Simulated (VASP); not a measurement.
# Al (I4/mmm) in VASP: further runs

The runs below take Al through single point, with PBEsol.

All numbers are computed with VASP 6.6.1; they aren't measurements. Logs are shortened: lines on timing, memory, paths and dates and some standing lists are left out, and cuts for length are marked.

## (1) The cell of the first run

Symmetry: I4/mmm, No. 139, tetragonal system. The conventional cell has a = 3.119 Å, b = 3.119 Å, c = 3.182 Å, α = 90.00°, β = 90.00°, γ = 90.00°. Al (site symmetry 4/mmm) has 14 Al at 2.72 to 3.18 Å within 3.6 Å.

## (2) Single point, PBEsol (strain -0.0200 x Voigt [1, 1, 0, 0, 0, 0])

The input, INCAR:

```
PREC     = Accurate       # precision mode
ENCUT    = 520            # plane-wave cutoff, eV
EDIFF    = 1E-7           # SCF threshold, eV
ISMEAR   = 0              # smearing method
SIGMA    = 0.15           # smearing width, eV
LREAL    = F              # projectors in reciprocal space
LASPH    = T              # aspherical terms in the spheres
NELM     = 80             # most SCF steps
ALGO     = Normal         # electronic algorithm
ISIF     = 2              # what is computed and relaxed
LWAVE    = F              # write WAVECAR
LCHARG   = T              # write CHGCAR
GGA      = PS             # functional
LELF     = T              # ELF
LVHAR    = T            
NBANDS   = 8              # bands
```

The input, KPOINTS:

```
Automatic mesh
0
Gamma
  20 20 20
```

The input, POSCAR:

```
Al
1.0
   -1.5593943162      1.5593943162      1.5912186900
    1.5593943162     -1.5593943162      1.5912186900
    1.5593943162      1.5593943162     -1.5912186900
Al
1
Direct
    0.0000000000      0.0000000000      0.0000000000
```

Potentials or basis: VASP PAW PBE potentials, release 64 (Al).

The run is started by

```bash
> cat potpaw_PBE.64/Al/POTCAR > POTCAR
> mpirun -np 1 vasp_std > vasp.out
```

OUTCAR:

```text
PREC = Accurate
   ENCUT = 520
   EDIFF = 1E-7
   ISMEAR = 0
   LREAL = F
   LASPH = T
   NELM = 80
   ISIF = 2
   GGA = PS

 ion  position               nearest neighbor table
   1  0.000  0.000  0.000-

  LATTYP: Found a body centered tetragonal cell.
 ALAT       =     3.1187886324
 C/A-ratio  =     1.0204081633

  Lattice vectors:

 A1 = (  -1.5593943162,   1.5593943162,   1.5912186900)
 A2 = (   1.5593943162,  -1.5593943162,   1.5912186900)
 A3 = (   1.5593943162,   1.5593943162,  -1.5912186900)

Analysis of symmetry for initial positions (statically):
=====================================================================
 Subroutine PRICEL returns:
 Original cell was already a primitive cell.

 Routine SETGRP: Setting up the symmetry group for a
 body centered tetragonal supercell.

 Subroutine GETGRP returns: Found 16 space group operations
 (whereof 16 operations were pure point group operations)
 out of a pool of 16 trial point group operations.

The static configuration has the point symmetry D_4h.

Analysis of symmetry for dynamics (positions and initial velocities):
=====================================================================
 Subroutine PRICEL returns:
 Original cell was already a primitive cell.

 Routine SETGRP: Setting up the symmetry group for a
 body centered tetragonal supercell.

 Subroutine GETGRP returns: Found 16 space group operations
 (whereof 16 operations were pure point group operations)
 out of a pool of 16 trial point group operations.

The dynamic configuration has the point symmetry D_4h.

 Subroutine INISYM returns: Found 16 space group operations
 (whereof 16 operations are pure point group operations),
 and found     1 'primitive' translations

----------------------------------------------------------------------------------------

                                     Primitive cell

  volume of cell :      15.4775

  direct lattice vectors                    reciprocal lattice vectors
    -1.559394316  1.559394316  1.591218690     0.000000000  0.320637311  0.314224565
     1.559394316 -1.559394316  1.591218690     0.320637311  0.000000000  0.314224565
     1.559394316  1.559394316 -1.591218690     0.320637311  0.320637311  0.000000000

  length of vectors
     2.719448140  2.719448140  2.719448140     0.448938038  0.448938038  0.453449634

  position of ions in fractional coordinates (direct lattice)
     0.000000000  0.000000000  0.000000000

  ion indices of the primitive-cell ions
   primitive index   ion index
                 1           1

----------------------------------------------------------------------------------------

 KPOINTS: Automatic mesh

Automatic generation of k-mesh.
 Grid dimensions read from file:
 generate k-points for:   20   20   20

 Generating k-lattice:

  Cartesian coordinates                     Fractional coordinates (reciprocal lattice)
     0.000000000  0.016031866  0.015711228     0.050000000  0.000000000 -0.000000000
     0.016031866  0.000000000  0.015711228     0.000000000  0.050000000 -0.000000000
     0.016031866  0.016031866  0.000000000     0.000000000  0.000000000  0.050000000

  Length of vectors
     0.022446902  0.022446902  0.022672482

  Shift w.r.t. Gamma in fractional coordinates (k-lattice)
     0.000000000  0.000000000  0.000000000

 Subroutine IBZKPT returns following result:
 ===========================================

 Found    641 irreducible k-points:

 Following reciprocal coordinates:
            Coordinates               Weight
  0.000000  0.000000  0.000000      1.000000
  0.050000 -0.000000  0.000000      8.000000
  0.100000 -0.000000  0.000000      8.000000
  0.150000 -0.000000  0.000000      8.000000
  0.200000 -0.000000  0.000000      8.000000
  0.250000 -0.000000  0.000000      8.000000
[... 16 lines left out ...]
 -0.400000  0.050000 -0.000000     16.000000
 -0.350000  0.050000 -0.000000     16.000000
 [... further k-points ...]
   k-points           NKPTS =    641   k-points in BZ     NKDIM =    641   number of bands    NBANDS=      8
   number of dos      NEDOS =    301   number of ions     NIONS =      1
   total plane-waves  NPLWV =   8000
   dimension x,y,z NGX =    20 NGY =   20 NGZ =   20
   dimension x,y,z NGXF=    40 NGYF=   40 NGZF=   40
   ions per type =               1
   NGX,Y,Z   is equivalent  to a cutoff of  12.23, 12.23, 12.23 a.u.
   NGXF,Y,Z  is equivalent  to a cutoff of  24.45, 24.45, 24.45 a.u.
 SYSTEM =  unknown system
   PREC   = accura    normal or accurate (medium, high low for compatibility)
   ISTART =      0    job   : 0-new  1-cont  2-samecut
   ICHARG =      2    charge: 1-file 2-atom 10-const
   ISPIN  =      1    spin polarized calculation?
   LNONCOLLINEAR =      F non collinear calculations
   LSORBIT =      F    spin-orbit coupling
   LASPH  =      T    aspherical Exc in radial PAW
   ENCUT  =  520.0 eV  38.22 Ry    6.18 a.u.   5.06  5.06  5.06*2*pi/ulx,y,z
   NELM   =     80;   NELMIN=  2; NELMDL= -5     # of ELM steps
   EDIFF  = 0.1E-06   stopping-criterion for ELM
   LREAL  =      F    real-space projection
   EDIFFG = 0.1E-05   stopping-criterion for IOM
   NSW    =      0    number of steps for IOM
   IBRION =     -1    ionic relax: 0-MD 1-quasi-New 2-CG
   NFREE  =      0    steps in history (QN), initial steepest desc. (CG)
   ISIF   =      2    stress and relaxation
   ISYM   =      2    0-nonsym 1-usesym 2-fastsym
   POTIM  = 0.5000    time-step for ionic-motion
   TEBEG  =    0.0;   TEEND  =   0.0 temperature during run
   PSTRESS=    0.0 pullay stress
   NELECT =       3.0000    total number of electrons
   NUPDOWN=      -1.0000    fix difference up-down
   EMIN   =  10.00;   EMAX   =-10.00  energy-range for DOS
   EFERMI =   0.00;   METHOD = LEGACY
   ISMEAR =     0;   SIGMA  =   0.15  broadening in eV -4-tet -1-fermi 0-gaus
   EFERMI_NEDOS =   21; number of points for ismear=-14 and -15
   IALGO  =     38    algorithm
   IMIX   =      4    mixing-type and parameters
     AMIX     =   0.40;   BMIX     =  1.00
     AMIX_MAG =   1.60;   BMIX_MAG =  1.00
  volume/ion in A,a.u.               =      15.48       104.45
  Fermi-wavevector in a.u.,A,eV,Ry     =   0.947432  1.790387 12.212959  0.897627
  Thomas-Fermi vector in A             =   2.075525
   LORBIT       =      0    0 simple, 1 ext, 2 COOP (PROOUT), +10 PAW based schemes
   GGA     = PS    functional components
   LHFCALC =     F    Hartree Fock is set to
   AEXX    =    0.0000 exact exchange contribution
   IVDW    =     0    specifies the selected vdW correction
   LEPSILON=     F    determine dielectric tensor
   LRPA    =     F    only Hartree local field effects (RPA)
 non-spin polarized calculation
 Gauss-broadening in eV      SIGMA  =   0.15
  energy-cutoff  :      520.00
  volume of cell :       15.48
 maximum number of plane-waves:       430
   NGX = 11   NGY = 11   NGZ = 11

 number of electron       3.0000000 magnetization

 Free energy of the ion-electron system (eV)
  ---------------------------------------------------
  ext. energy  EPLUGINS =         0.00000000
  ---------------------------------------------------
  free energy    TOTEN  =        -3.97703938 eV

  energy without entropy =       -3.97194714  energy(sigma->0) =       -3.97449326

 E-fermi :   8.6422     XC(G=0): -10.4965

 val. band max:        8.6393696743   @ k =   0.5000   0.5000   0.4000
 cond. band min:       8.6450744948   @ k =   0.3000   0.1000   0.0500
 fundamental gap:      0.0057048206
 Fermi energy:         8.6422404367

 k-point     1 :       0.0000    0.0000    0.0000
  band No.  band energies     occupation
      1      -2.9422      2.00000
      2      22.1140      0.00000
      3      22.1140      0.00000
      4      22.6016      0.00000
      5      24.1339      0.00000
      6      24.3331      0.00000
      7      24.3331      0.00000
      8      25.1266      0.00000

 k-point     2 :       0.0500   -0.0000    0.0000
  band No.  band energies     occupation
      1      -2.8677      2.00000
      2      21.1998      0.00000
      3      21.7070      0.00000
      4      22.1985      0.00000
      5      23.8403      0.00000
      6      24.4193      0.00000
      7      24.7807      0.00000
      8      24.9486      0.00000

 k-point     3 :       0.1000   -0.0000    0.0000
  band No.  band energies     occupation
      1      -2.6442      2.00000
      2      19.3046      0.00000
      3      20.9122      0.00000
      4      21.4227      0.00000
      5      23.0610      0.00000
      6      23.9487      0.00000
      7      25.0313      0.00000
      8      25.6593      0.00000

 k-point     4 :       0.1500   -0.0000    0.0000
  band No.  band energies     occupation
      1      -2.2726      2.00000
      2      17.1782      0.00000
      3      20.1062      0.00000
      4      20.5639      0.00000
      5      22.2379      0.00000
      6      23.3029      0.00000
      7      25.5496      0.00000
      8      25.9254      0.00000

 k-point     5 :       0.2000   -0.0000    0.0000
  band No.  band energies     occupation
      1      -1.7542      2.00000
      2      15.0506      0.00000
      3      19.3783      0.00000
      4      19.7454      0.00000
      5      21.4697      0.00000
      6      22.6914      0.00000
      7      26.1063      0.00000
      8      26.3771      0.00000

 k-point     6 :       0.2500   -0.0000    0.0000
  band No.  band energies     occupation
      1      -1.0906      2.00000
      2      12.9931      0.00000
      3      18.7479      0.00000
      4      19.0248      0.00000
      5      20.7969      0.00000
      6      22.1277      0.00000
      7      26.6643      0.00000
      8      27.0519      0.00000

 k-point     7 :       0.3000   -0.0000    0.0000
  band No.  band energies     occupation
      1      -0.2840      2.00000
      2      11.0331      0.00000
      3      18.2168      0.00000
      4      18.4320      0.00000
      5      20.2370      0.00000
      6      21.6317      0.00000
      7      27.2797      0.00000
      8      27.8906      0.00000
[... 133 lines left out ...]
 k-point    20 :       0.4500    0.0500    0.0000
  band No.  band energies     occupation
      1       3.6264      2.00000
      2       5.1965      2.00000
      3      16.0709      0.00000
      4      17.4899      0.00000
      5      19.7207      0.00000
      6      21.4620      0.00000
      7      29.4472      0.00000
      8      30.8051      0.00000

 k-point    21 :       0.5000    0.0500    0.0000
  band No.  band energies     occupation
      1       3.6515      2.00000
      2       5.1688      2.00000
      3      16.0948      0.00000
      4      17.4638      0.00000
      5      19.7404      0.00000
      6      21.4365      0.00000
      7      29.1093      0.00000
      8      31.1086      0.00000

 k-point    22 :      -0.4500    0.0500    0.0000
  band No.  band energies     occupation
      1       2.4016      2.00000
      2       6.6750      2.00000
      3      16.2513      0.00000
      4      17.5603      0.00000
      5      19.8899      0.00000
      6      21.5275      0.00000
      7      28.2871      0.00000
      8      30.9792      0.00000

 k-point    23 :      -0.4000    0.0500   -0.0000
  band No.  band energies     occupation
      1       1.2531      2.00000
      2       8.3379      1.99588
      3      16.5399      0.00000
      4      17.7791      0.00000
      5      20.1679      0.00000
      6      21.7292      0.00000
      7      27.4326      0.00000
      8      30.2231      0.00000

 k-point    24 :      -0.3500    0.0500   -0.0000
  band No.  band energies     occupation
      1       0.2369      2.00000
      2      10.1253      0.00000
      3      16.9586      0.00000
      4      18.1193      0.00000
      5      20.5722      0.00000
      6      22.0296      0.00000
      7      26.6566      0.00000
      8      29.3168      0.00000

 [... further k-points ...]

------------------------ aborting loop because EDIFF is reached ----------------------------------------

  FORCE on cell =-STRESS in cart. coord.  units (eV):
  Direction    XX          YY          ZZ          XY          YZ          ZX
  --------------------------------------------------------------------------------------
  -------------------------------------------------------------------------------------
  Total        0.5309664      0.5309664      0.6442526      0.0000000      0.0000000      0.0000000
  in kB       54.9636916     54.9636916     66.6906590      0.0000000      0.0000000      0.0000000
  external PRESSURE =      58.8726807 kB  Pullay stress =       0.0000000 kB

 VOLUME and BASIS-vectors are now :
 -----------------------------------------------------------------------------
  energy-cutoff  :      520.00
  volume of cell :       15.48
      direct lattice vectors                 reciprocal lattice vectors
    -1.559394316  1.559394316  1.591218690     0.000000000  0.320637311  0.314224565
     1.559394316 -1.559394316  1.591218690     0.320637311  0.000000000  0.314224565
     1.559394316  1.559394316 -1.591218690     0.320637311  0.320637311  0.000000000

 POSITION                                       TOTAL-FORCE (eV/Angst)
 -----------------------------------------------------------------------------------
      0.00000      0.00000      0.00000         0.000000     -0.000000      0.000000
 -----------------------------------------------------------------------------------
    total drift:                                0.000000      0.000000      0.000000

  FREE ENERGIE OF THE ION-ELECTRON SYSTEM (eV)
  ---------------------------------------------------
  free  energy   TOTEN  =        -3.9770393806 eV

  energy  without entropy=       -3.9719471388  energy(sigma->0) =       -3.97449326
```

Run time: 36 s. Hardware: 1 thread of Intel Xeon 6975P-C, shared host; peak memory 0.17 GiB.

Results:

- Free energy: -3.9770 eV
- Pressure: 5.9 GPa

Caveat: the cell differs from its parent crystal (strain -0.0200 x Voigt [1, 1, 0, 0, 0, 0]); the PAW data sets were made with another functional, which shifts forces and pressure a little.

## (3) Single point, PBEsol (strain -0.0150 x Voigt [1, 1, 0, 0, 0, 0])

The input, INCAR:

```
PREC = Accurate ; ENCUT = 520
EDIFF = 1E-7 ; ISMEAR = 0
SIGMA = 0.15 ; LREAL = F
LASPH = T ; NELM = 100
ALGO = Normal ; ISIF = 2
LWAVE = F ; LCHARG = F
GGA = PS ; NBANDS = 8
```

The input, KPOINTS:

```
regular mesh
0
Gamma
  20 20 20
```

The input, POSCAR:

```
Al
1.0
   -1.5673504096      1.5673504096      1.5912186900
    1.5673504096     -1.5673504096      1.5912186900
    1.5673504096      1.5673504096     -1.5912186900
Al
1
Direct
    0.0000000000      0.0000000000      0.0000000000
```

Potentials or basis: VASP PAW PBE potentials, release 64 (Al).

The run is started by

```bash
> cat potpaw_PBE.64/Al/POTCAR > POTCAR
> mpirun -np 1 vasp_std > vasp.out
```

OUTCAR:

```text
PREC = Accurate
   ENCUT = 520
   EDIFF = 1E-7
   ISMEAR = 0
   LREAL = F
   LASPH = T
   NELM = 100
   ISIF = 2
   GGA = PS

 ion  position               nearest neighbor table
   1  0.000  0.000  0.000-

  LATTYP: Found a body centered tetragonal cell.
 ALAT       =     3.1347008192
 C/A-ratio  =     1.0152284264

  Lattice vectors:

 A1 = (  -1.5673504096,   1.5673504096,   1.5912186900)
 A2 = (   1.5673504096,  -1.5673504096,   1.5912186900)
 A3 = (   1.5673504096,   1.5673504096,  -1.5912186900)

Analysis of symmetry for initial positions (statically):
=====================================================================
 Subroutine PRICEL returns:
 Original cell was already a primitive cell.

 Routine SETGRP: Setting up the symmetry group for a
 body centered tetragonal supercell.

 Subroutine GETGRP returns: Found 16 space group operations
 (whereof 16 operations were pure point group operations)
 out of a pool of 16 trial point group operations.

The static configuration has the point symmetry D_4h.

Analysis of symmetry for dynamics (positions and initial velocities):
=====================================================================
[... 155 lines left out ...]

 E-fermi :   8.5312     XC(G=0): -10.4586

 val. band max:        8.5302541411   @ k =   0.2500   0.2500   0.1500
 cond. band min:       8.5400779106   @ k =   0.2500   0.2500   0.0500
 fundamental gap:      0.0098237694
 Fermi energy:         8.5311828496

 k-point     1 :       0.0000    0.0000    0.0000
  band No.  band energies     occupation
      1      -2.9805      2.00000
      2      21.9782      0.00000
      3      21.9782      0.00000
      4      22.3412      0.00000
      5      23.9022      0.00000
      6      24.0545      0.00000
      7      24.0545      0.00000
      8      25.0097      0.00000
[... 243 lines left out ...]
 k-point    24 :      -0.3500    0.0500    0.0000
  band No.  band energies     occupation
      1       0.1805      2.00000
      2      10.0305      0.00000
      3      16.7444      0.00000
      4      17.9326      0.00000
      5      20.3261      0.00000
      6      21.8256      0.00000
      7      26.5260      0.00000
      8      29.0554      0.00000

 [... further k-points ...]
[... 5 lines left out ...]
  --------------------------------------------------------------------------------------
  -------------------------------------------------------------------------------------
  Total        0.4508104      0.4508104      0.5401900      0.0000000      0.0000000      0.0000000
  in kB       46.1936716     46.1936716     55.3522201      0.0000000      0.0000000      0.0000000
  external PRESSURE =      49.2465211 kB  Pullay stress =       0.0000000 kB

 VOLUME and BASIS-vectors are now :
 -----------------------------------------------------------------------------
  energy-cutoff  :      520.00
  volume of cell :       15.64
      direct lattice vectors                 reciprocal lattice vectors
    -1.567350410  1.567350410  1.591218690     0.000000000  0.319009710  0.314224565
     1.567350410 -1.567350410  1.591218690     0.319009710  0.000000000  0.314224565
     1.567350410  1.567350410 -1.591218690     0.319009710  0.319009710  0.000000000

 POSITION                                       TOTAL-FORCE (eV/Angst)
 -----------------------------------------------------------------------------------
      0.00000      0.00000      0.00000         0.000000     -0.000000      0.000000
 -----------------------------------------------------------------------------------
    total drift:                                0.000000      0.000000     -0.000000

  FREE ENERGIE OF THE ION-ELECTRON SYSTEM (eV)
  ---------------------------------------------------
  free  energy   TOTEN  =        -3.9820385739 eV

  energy  without entropy=       -3.9769051433  energy(sigma->0) =       -3.97947186
```

It took 33 s on 1 thread of Intel Xeon 6975P-C, shared host; peak memory 0.17 GiB.

Results:

```yaml
Free_energy: -3.9820 eV
Pressure: 4.9 GPa
```

Stress tensor (GPa, compression positive):
```
4.62 0.00 0.00
0.00 4.62 0.00
0.00 0.00 5.54
```

Caveat: the cell differs from its parent crystal (strain -0.0150 x Voigt [1, 1, 0, 0, 0, 0]); the PAW data sets were made with another functional, which shifts forces and pressure a little.

[end of part 1 of 2]
